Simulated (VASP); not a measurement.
# BeTe6 (P-42m) in VASP: further runs, part 2 of 2

VASP 6.6.1. Earlier steps stand in the parts before.

## Step 4: Single point, PBE

This run uses another cell than the first one, of 36.36 Å³/atom, 0.979 times its volume.

Contents of INCAR:

```
SYSTEM = BeTe6
PREC     = Accurate       ! precision mode
ENCUT    = 520            ! plane-wave cutoff, eV
EDIFF    = 1E-6           ! SCF threshold, eV
ISMEAR   = 0              ! smearing method
SIGMA    = 0.1            ! smearing width, eV
LREAL    = .FALSE.        ! projectors in reciprocal space
LASPH    = .TRUE.         ! aspherical terms in the spheres
NELM     = 100            ! most SCF steps
ALGO     = Normal         ! electronic algorithm
ISIF     = 2              ! what is computed and relaxed
LWAVE    = .FALSE.        ! write WAVECAR
LCHARG   = .FALSE.        ! write CHGCAR
GGA      = PE             ! functional
NBANDS   = 28             ! bands
```

Contents of KPOINTS:

```
Automatic mesh
0
G
  4 4 8
  0 0 0
```

Contents of POSCAR:

```
BeTe6
1.0
    7.5040464204      0.0000000000      0.0000000000
    0.0000000000      7.5040464204      0.0000000000
    0.0000000000      0.0000000000      4.5205266073
Be Te
1 6
Direct
    0.5000000000      0.5000000000      0.0000000000
    0.6865328438      0.6865328438      0.6765849364
    0.3134671562      0.3134671562      0.6765849364
    0.6865328438      0.3134671562      0.3234150636
    0.3134671562      0.6865328438      0.3234150636
    0.5000000000      0.0000000000      0.0000000000
    0.0000000000      0.5000000000      0.0000000000
```

Potentials or basis: VASP PAW PBE potentials, release 64 (Be, Te).

On the command line:

```sh
cat potpaw_PBE.64/Be/POTCAR potpaw_PBE.64/Te/POTCAR > POTCAR
mpirun -np 1 vasp_std > vasp.out
```

OUTCAR:

```text
SYSTEM = BeTe6
   PREC = Accurate
   ENCUT = 520
   EDIFF = 1E-6
   ISMEAR = 0
   LREAL = .FALSE.
   LASPH = .TRUE.
   NELM = 100
   ISIF = 2
   GGA = PE

 ion  position               nearest neighbor table
   1  0.500  0.500  0.000-   2 2.46   3 2.46   4 2.46   5 2.46
   2  0.687  0.687  0.677-   1 2.46   6 3.10   7 3.10   4 3.22   5 3.22
   3  0.313  0.313  0.677-   1 2.46   6 3.10   7 3.10   4 3.22   5 3.22
   4  0.687  0.313  0.323-   1 2.46   6 3.10   7 3.10   2 3.22   3 3.22
   5  0.313  0.687  0.323-   1 2.46   6 3.10   7 3.10   2 3.22   3 3.22
   6  0.500  0.000  0.000-   2 3.10   3 3.10   4 3.10   5 3.10
   7  0.000  0.500  0.000-   2 3.10   3 3.10   4 3.10   5 3.10

  LATTYP: Found a simple tetragonal cell.
 ALAT       =     7.5040464204
 C/A-ratio  =     0.6024118661

  Lattice vectors:

 A1 = (   7.5040464204,   0.0000000000,   0.0000000000)
 A2 = (   0.0000000000,   7.5040464204,   0.0000000000)
 A3 = (   0.0000000000,   0.0000000000,   4.5205266073)

Analysis of symmetry for initial positions (statically):
=====================================================================
 Subroutine PRICEL returns:
 Original cell was already a primitive cell.

 Routine SETGRP: Setting up the symmetry group for a
 simple tetragonal supercell.

 Subroutine GETGRP returns: Found  8 space group operations
 (whereof  8 operations were pure point group operations)
 out of a pool of 16 trial point group operations.

The static configuration has the point symmetry D_2d.

Analysis of symmetry for dynamics (positions and initial velocities):
=====================================================================
 Subroutine PRICEL returns:
 Original cell was already a primitive cell.

 Routine SETGRP: Setting up the symmetry group for a
 simple tetragonal supercell.

 Subroutine GETGRP returns: Found  8 space group operations
 (whereof  8 operations were pure point group operations)
 out of a pool of 16 trial point group operations.

The dynamic configuration has the point symmetry D_2d.

 Subroutine INISYM returns: Found  8 space group operations
 (whereof  8 operations are pure point group operations),
 and found     1 'primitive' translations

----------------------------------------------------------------------------------------

                                     Primitive cell

  volume of cell :     254.5541

  direct lattice vectors                    reciprocal lattice vectors
     7.504046420  0.000000000  0.000000000     0.133261436  0.000000000  0.000000000
     0.000000000  7.504046420  0.000000000     0.000000000  0.133261436  0.000000000
     0.000000000  0.000000000  4.520526607     0.000000000  0.000000000  0.221213165

  length of vectors
     7.504046420  7.504046420  4.520526607     0.133261436  0.133261436  0.221213165

  position of ions in fractional coordinates (direct lattice)
     0.500000000  0.500000000  0.000000000
     0.686532844  0.686532844  0.676584936
     0.313467156  0.313467156  0.676584936
     0.686532844  0.313467156  0.323415064
     0.313467156  0.686532844  0.323415064
     0.500000000  0.000000000  0.000000000
     0.000000000  0.500000000  0.000000000

[... 39 lines left out ...]
  0.250000  0.000000  0.000000      4.000000
  0.500000  0.000000  0.000000      2.000000
  0.250000  0.250000  0.000000      4.000000
  0.500000  0.250000  0.000000      4.000000
  0.500000  0.500000  0.000000      1.000000
[... 16 lines left out ...]
  0.500000  0.250000  0.375000      8.000000
  0.500000  0.500000  0.375000      2.000000
 [... further k-points ...]
   k-points           NKPTS =     30   k-points in BZ     NKDIM =     30   number of bands    NBANDS=     28
   number of dos      NEDOS =    301   number of ions     NIONS =      7
   total plane-waves  NPLWV = 112896
   dimension x,y,z NGX =    56 NGY =   56 NGZ =   36
   dimension x,y,z NGXF=   112 NGYF=  112 NGZF=   72
   ions per type =               1   6
   NGX,Y,Z   is equivalent  to a cutoff of  12.41, 12.41, 13.24 a.u.
   NGXF,Y,Z  is equivalent  to a cutoff of  24.81, 24.81, 26.48 a.u.
 SYSTEM =  BeTe6
   PREC   = accura    normal or accurate (medium, high low for compatibility)
   ISTART =      0    job   : 0-new  1-cont  2-samecut
   ICHARG =      2    charge: 1-file 2-atom 10-const
   ISPIN  =      1    spin polarized calculation?
   LNONCOLLINEAR =      F non collinear calculations
   LSORBIT =      F    spin-orbit coupling
   LASPH  =      T    aspherical Exc in radial PAW
   ENCUT  =  520.0 eV  38.22 Ry    6.18 a.u.  13.95 13.95  8.41*2*pi/ulx,y,z
   NELM   =    100;   NELMIN=  2; NELMDL= -5     # of ELM steps
   EDIFF  = 0.1E-05   stopping-criterion for ELM
   LREAL  =      F    real-space projection
   EDIFFG = 0.1E-04   stopping-criterion for IOM
   NSW    =      0    number of steps for IOM
   IBRION =     -1    ionic relax: 0-MD 1-quasi-New 2-CG
   NFREE  =      0    steps in history (QN), initial steepest desc. (CG)
   ISIF   =      2    stress and relaxation
   ISYM   =      2    0-nonsym 1-usesym 2-fastsym
   POTIM  = 0.5000    time-step for ionic-motion
   TEBEG  =    0.0;   TEEND  =   0.0 temperature during run
   PSTRESS=    0.0 pullay stress
   NELECT =      38.0000    total number of electrons
   NUPDOWN=      -1.0000    fix difference up-down
   EMIN   =  10.00;   EMAX   =-10.00  energy-range for DOS
   EFERMI =   0.00;   METHOD = LEGACY
   ISMEAR =     0;   SIGMA  =   0.10  broadening in eV -4-tet -1-fermi 0-gaus
   EFERMI_NEDOS =   21; number of points for ismear=-14 and -15
   IALGO  =     38    algorithm
   IMIX   =      4    mixing-type and parameters
     AMIX     =   0.40;   BMIX     =  1.00
     AMIX_MAG =   1.60;   BMIX_MAG =  1.00
  volume/ion in A,a.u.               =      36.36       245.40
  Fermi-wavevector in a.u.,A,eV,Ry     =   0.868446  1.641124 10.261486  0.754198
  Thomas-Fermi vector in A             =   1.987125
   LORBIT       =      0    0 simple, 1 ext, 2 COOP (PROOUT), +10 PAW based schemes
   GGA     = PE    functional components
   LHFCALC =     F    Hartree Fock is set to
   AEXX    =    0.0000 exact exchange contribution
   IVDW    =     0    specifies the selected vdW correction
   LEPSILON=     F    determine dielectric tensor
   LRPA    =     F    only Hartree local field effects (RPA)
 non-spin polarized calculation
 Gauss-broadening in eV      SIGMA  =   0.10
  energy-cutoff  :      520.00
  volume of cell :      254.55
 maximum number of plane-waves:      6884
 NGX is ok and might be reduce to    56
   NGX = 27   NGY = 27   NGZ = 17

 number of electron      38.0000005 magnetization

 Free energy of the ion-electron system (eV)
  ---------------------------------------------------
  ext. energy  EPLUGINS =         0.00000000
  ---------------------------------------------------
  free energy    TOTEN  =       -22.24733127 eV

  energy without entropy =      -22.23136744  energy(sigma->0) =      -22.23934935

 E-fermi :   4.0398     XC(G=0):  -8.0537

 val. band max:        4.0362486474   @ k =   0.2500   0.2500   0.5000
 cond. band min:       4.0697093435   @ k =   0.0000   0.0000   0.3750
 fundamental gap:      0.0334606962
 Fermi energy:         4.0397609919

 k-point     1 :       0.0000    0.0000    0.0000
  band No.  band energies     occupation
      1      -9.0803      2.00000
      2      -7.1810      2.00000
      3      -7.1810      2.00000
      4      -7.1241      2.00000
      5      -6.0997      2.00000
      6      -5.9289      2.00000
[... 733 lines left out ...]
     27       8.8307      0.00000
     28       9.1878      0.00000

 [... further k-points ...]

------------------------ aborting loop because EDIFF is reached ----------------------------------------

  FORCE on cell =-STRESS in cart. coord.  units (eV):
  Direction    XX          YY          ZZ          XY          YZ          ZX
  --------------------------------------------------------------------------------------
  -------------------------------------------------------------------------------------
  Total       -0.0056989     -0.0056989     -0.0101870      0.0000000      0.0000000      0.0000000
  in kB       -0.0358690     -0.0358690     -0.0641173      0.0000000      0.0000000      0.0000000
  external PRESSURE =      -0.0452851 kB  Pullay stress =       0.0000000 kB

 VOLUME and BASIS-vectors are now :
 -----------------------------------------------------------------------------
  energy-cutoff  :      520.00
  volume of cell :      254.55
      direct lattice vectors                 reciprocal lattice vectors
     7.504046420  0.000000000  0.000000000     0.133261436  0.000000000  0.000000000
     0.000000000  7.504046420  0.000000000     0.000000000  0.133261436  0.000000000
     0.000000000  0.000000000  4.520526607     0.000000000  0.000000000  0.221213165

 POSITION                                       TOTAL-FORCE (eV/Angst)
 -----------------------------------------------------------------------------------
      3.75202      3.75202      0.00000        -0.000000      0.000000      0.000000
      5.15177      5.15177      3.05852         0.006238      0.006238     -0.007802
      2.35227      2.35227      3.05852        -0.006238     -0.006238     -0.007802
      5.15177      2.35227      1.46201         0.006238     -0.006238      0.007802
      2.35227      5.15177      1.46201        -0.006238      0.006238      0.007802
      3.75202      0.00000      0.00000         0.000000     -0.000000      0.000000
      0.00000      3.75202      0.00000        -0.000000      0.000000     -0.000000
 -----------------------------------------------------------------------------------
    total drift:                               -0.000000     -0.000000     -0.000000

  FREE ENERGIE OF THE ION-ELECTRON SYSTEM (eV)
  ---------------------------------------------------
  free  energy   TOTEN  =       -22.2473312672 eV

  energy  without entropy=      -22.2313674400  energy(sigma->0) =      -22.23934935
```

Run time: 2 min. Hardware: 1 thread of AMD EPYC 9R45 (Zen 5), shared host; peak memory 0.39 GiB.

Results:

* Free energy: -22.2473 eV
* Pressure: 0.0 GPa
* Largest force: 0.012 eV/Å
* Band gap on the k mesh: zero (band 19 reaches 4.44 eV, above the bottom of band 20 at 3.88 eV)

Forces on the atoms (eV/Å):
```
Be   0.000  0.000  0.000
Te   0.006  0.006 -0.008
Te  -0.006 -0.006 -0.008
Te   0.006 -0.006  0.008
Te  -0.006  0.006  0.008
Te   0.000  0.000  0.000
Te   0.000  0.000  0.000
```

Caveat: spin-orbit coupling is left out, which moves the levels of the heavy elements.

## Step 5: Relaxation of cell and atoms, PBE

This run uses another cell than the first one, of 29.58 Å³/atom, 0.796 times its volume.

Contents of INCAR:

```
PREC = Accurate
ENCUT = 600
EDIFF = 1E-6
ISMEAR = 0
SIGMA = 0.2
LREAL = F
LASPH = T
NELM = 100
ALGO = Normal
ISIF = 3
LWAVE = F
LCHARG = F
GGA = PE
IBRION = 2
NSW = 36
EDIFFG = -0.08
```

Contents of KPOINTS:

```
regular mesh
0
Gamma
  3 3 4
```

Contents of POSCAR:

```
BeTe6
1.0
    6.5669630300      0.0000000000      0.0000000000
    0.0000000000      6.5669630300      0.0000000000
    0.0000000000      0.0000000000      4.8014734800
Be Te
1 6
Direct
    0.5000000000      0.5000000000      0.0000000000
    0.7407671500      0.7407671500      0.5990013200
    0.2592328500      0.2592328500      0.5990013200
    0.7407671500      0.2592328500      0.4009986800
    0.2592328500      0.7407671500      0.4009986800
    0.5000000000      0.0000000000      0.0000000000
    0.0000000000      0.5000000000      0.0000000000
```

Potentials or basis: VASP PAW PBE potentials, release 64 (Be, Te).

On the command line:

```sh
cat potpaw_PBE.64/Be/POTCAR potpaw_PBE.64/Te/POTCAR > POTCAR
mpirun -np 1 vasp_std > vasp.out
```

OUTCAR:

```text
PREC = Accurate
   ENCUT = 600
   EDIFF = 1E-6
   ISMEAR = 0
   LREAL = F
   LASPH = T
   NELM = 100
   ISIF = 3
   GGA = PE
   IBRION = 2
   NSW = 36
   EDIFFG = -0.08

 ion  position               nearest neighbor table
   1  0.500  0.500  0.000-   2 2.95   3 2.95   4 2.95   5 2.95
   2  0.741  0.741  0.599-   1 2.95   6 3.02   7 3.02   4 3.30   5 3.30   4 3.53   5 3.53
   3  0.259  0.259  0.599-   1 2.95   6 3.02   7 3.02   4 3.30   5 3.30   5 3.53   4 3.53
   4  0.741  0.259  0.401-   1 2.95   6 3.02   7 3.02   2 3.30   3 3.30   3 3.53   2 3.53
   5  0.259  0.741  0.401-   1 2.95   6 3.02   7 3.02   2 3.30   3 3.30   3 3.53   2 3.53
   6  0.500  0.000  0.000-   2 3.02   3 3.02   4 3.02   5 3.02
   7  0.000  0.500  0.000-   2 3.02   3 3.02   4 3.02   5 3.02

  LATTYP: Found a simple tetragonal cell.
 ALAT       =     6.5669630300
 C/A-ratio  =     0.7311558567

  Lattice vectors:

 A1 = (   6.5669630300,   0.0000000000,   0.0000000000)
 A2 = (   0.0000000000,   6.5669630300,   0.0000000000)
 A3 = (   0.0000000000,   0.0000000000,   4.8014734800)

Analysis of symmetry for initial positions (statically):
=====================================================================
 Subroutine PRICEL returns:
 Original cell was already a primitive cell.

 Routine SETGRP: Setting up the symmetry group for a
 simple tetragonal supercell.

 Subroutine GETGRP returns: Found  8 space group operations
 (whereof  8 operations were pure point group operations)
 out of a pool of 16 trial point group operations.

[... 198 lines left out ...]

 number of electron      38.0000000 magnetization

 E-fermi :   6.0765     XC(G=0):  -9.0571

 val. band max:        6.0660291658   @ k =   0.3333   0.3333   0.2500
 cond. band min:       6.0769516144   @ k =   0.3333   0.3333   0.0000
 fundamental gap:      0.0109224486
 Fermi energy:         6.0765409685

 k-point     1 :       0.0000    0.0000    0.0000
  band No.  band energies     occupation
      1      -7.6803      2.00000
      2      -5.8055      2.00000
      3      -5.4281      2.00000
      4      -5.4281      2.00000
      5      -4.3388      2.00000
      6      -3.7876      2.00000
[... 298 lines left out ...]
  FREE ENERGIE OF THE ION-ELECTRON SYSTEM (eV)
  ---------------------------------------------------
  free  energy   TOTEN  =       -19.9728473490 eV

  energy  without entropy=      -19.8722048461  energy(sigma->0) =      -19.92252610

[... ionic steps 4 to 12 ...]

--------------------------------------- Ionic step       13  -------------------------------------------

 number of electron      37.9999996 magnetization

------------------------ aborting loop because EDIFF is reached ----------------------------------------
[... 77 lines left out ...]
--------------------------------------- Ionic step       15  -------------------------------------------

 number of electron      37.9999995 magnetization

 Free energy of the ion-electron system (eV)
  ---------------------------------------------------
  ext. energy  EPLUGINS =         0.00000000
  ---------------------------------------------------
  free energy    TOTEN  =       -22.20418906 eV

  energy without entropy =      -22.11973823  energy(sigma->0) =      -22.16196365

 E-fermi :   4.0008     XC(G=0):  -8.0288

 val. band max:        3.8859504299   @ k =   0.3333   0.0000   0.0000
 cond. band min:       4.0645671611   @ k =   0.3333   0.3333   0.0000
 fundamental gap:      0.1786167312
 Fermi energy:         4.0008222616

 k-point     1 :       0.0000    0.0000    0.0000
  band No.  band energies     occupation
      1      -9.1076      2.00000
      2      -7.2081      2.00000
      3      -7.2081      2.00000
      4      -7.1636      2.00000
      5      -6.1563      2.00000
      6      -5.9755      2.00000
[... 257 lines left out ...]
  FREE ENERGIE OF THE ION-ELECTRON SYSTEM (eV)
  ---------------------------------------------------
  free  energy   TOTEN  =       -22.2041890649 eV

  energy  without entropy=      -22.1197382254  energy(sigma->0) =      -22.16196365

 reached required accuracy - stopping structural energy minimisation
```

OSZICAR:

```text
N       E                     dE             d eps       ncg     rms          rms(c)
DAV:   1     0.208077157706E+03    0.20808E+03   -0.15480E+04   414   0.151E+03
DAV:   2     0.249903737071E+00   -0.20783E+03   -0.20504E+03   546   0.201E+02
DAV:   3    -0.185856884080E+02   -0.18836E+02   -0.18657E+02   549   0.675E+01
[... 161 lines left out ...]
DAV:   2    -0.222046821383E+02   -0.88680E-03   -0.27573E-02   498   0.779E-01    0.163E-01
DAV:   3    -0.222043463406E+02    0.33580E-03   -0.12768E-03   507   0.179E-01    0.124E-01
DAV:   4    -0.222042144894E+02    0.13185E-03   -0.18607E-04   508   0.619E-02    0.696E-02
DAV:   5    -0.222041891982E+02    0.25291E-04   -0.62960E-05   486   0.353E-02    0.316E-02
DAV:   6    -0.222041890649E+02    0.13333E-06   -0.56716E-06   455   0.131E-02
  15 F= -.22204189E+02 E0= -.22161964E+02  d E =-.116910E-01
```

It took 6.7 min on 1 thread of AMD EPYC 9R45 (Zen 5), shared host; peak memory 0.33 GiB.

Results:

| Quantity | Value |
| --- | --- |
| Free energy | -22.2042 eV |
| Relaxed volume | 36.58 Å³/atom |
| Relaxed cell | a = 7.485 Å, b = 7.485 Å, c = 4.571 Å, α = 90.00°, β = 90.00°, γ = 90.00° |
| Space group after relaxing (to 0.05 Å) | P-42m (No. 111) |
| Energy gained by relaxing | 433.1 meV/atom |
| Ionic steps | 15 |
| Pressure after relaxing | 0.0 GPa |
| Largest force after relaxing | 0.062 eV/Å |
| Band gap on the k mesh | zero (band 19 reaches 4.41 eV, above the bottom of band 20 at 3.85 eV) |

Forces in eV/Å, atoms in the order of the input:
```
Be   0.000  0.000  0.000
Te  -0.025 -0.025 -0.051
Te   0.025  0.025 -0.051
Te  -0.025  0.025  0.051
Te   0.025 -0.025  0.051
Te   0.000  0.000  0.000
Te   0.000  0.000  0.000
```

The path:
```tsv
step	energy change (eV)	largest force (eV/Å)	pressure (GPa)	volume (Å³)
1	0.0000	0.9438	1.88	207.06
2	-0.2812	1.1692	0.00	217.64
3	-0.8002	1.7807	-3.74	251.28
4	-0.8609	1.8479	-4.68	265.32
5	-0.9375	1.8377	-4.73	267.01
6	-1.1533	1.7844	-4.86	272.10
7	-1.5090	1.6232	-5.03	282.34
8	-1.8897	1.1926	-5.04	303.03
9	-2.3414	0.9743	-4.25	291.25
10	-2.9960	0.2240	-1.02	262.75
11	-3.0182	0.1688	0.22	255.50
12	-3.0199	0.1408	-0.07	257.07
13	-3.0215	0.1335	-0.06	256.97
14	-3.0258	0.1108	-0.04	256.67
15	-3.0316	0.0621	0.01	256.08
```

Final structure:
```
Be Te
1.0
     7.48486    0.00000    0.00000
     0.00000    7.48486    0.00000
     0.00000    0.00000    4.57104
Be Te
1 6
Direct
  0.50000 0.50000 0.00000
  0.68642 0.68642 0.67703
  0.31358 0.31358 0.67703
  0.68642 0.31358 0.32297
  0.31358 0.68642 0.32297
  0.50000 0.00000 0.00000
  0.00000 0.50000 0.00000
```

Caveat: the volume moved by over 15 % at a fixed basis, so the end points are rough; spin-orbit coupling is left out, which moves the levels of the heavy elements; the relaxation stopped at a loose force limit of 0.08 eV/Å, so its end isn't a converged minimum.

## Step 6: Summary

```tsv
task	cell	k mesh	cutoff (eV)	smearing	gap on the mesh (eV)	pressure (GPa)	largest force (eV/Å)
single point	a = 7.459, b = 7.459, c = 4.675 Å, 7 atoms	3 × 3 × 4	520	gaussian 0.2 eV	none	0.0	0.09
single point	a = 7.502, b = 7.502, c = 4.521 Å, 7 atoms	4 × 4 × 8	520	gaussian 0.1 eV	none	0.0	0.02
single point	a = 7.504, b = 7.504, c = 4.521 Å, 7 atoms	4 × 4 × 8	520	gaussian 0.1 eV	none	0.0	0.01
relaxation of cell and atoms	relaxed from a = 6.567, b = 6.567, c = 4.801 Å, 7 atoms	3 × 3 × 4	600	gaussian 0.2 eV	none	0.0	0.06
```

Alike in all rows: level PBE; potentials or basis VASP PAW PBE potentials, release 64 (Be, Te); no spin polarisation.

Caveats: spin-orbit coupling is left out, which moves the levels of the heavy elements; the volume moved by over 15 % at a fixed basis, so the end points are rough (some runs); the relaxation stopped at a loose force limit of 0.08 eV/Å, so its end isn't a converged minimum (some runs).

Absolute energies hang on the potentials; compare differences alone.
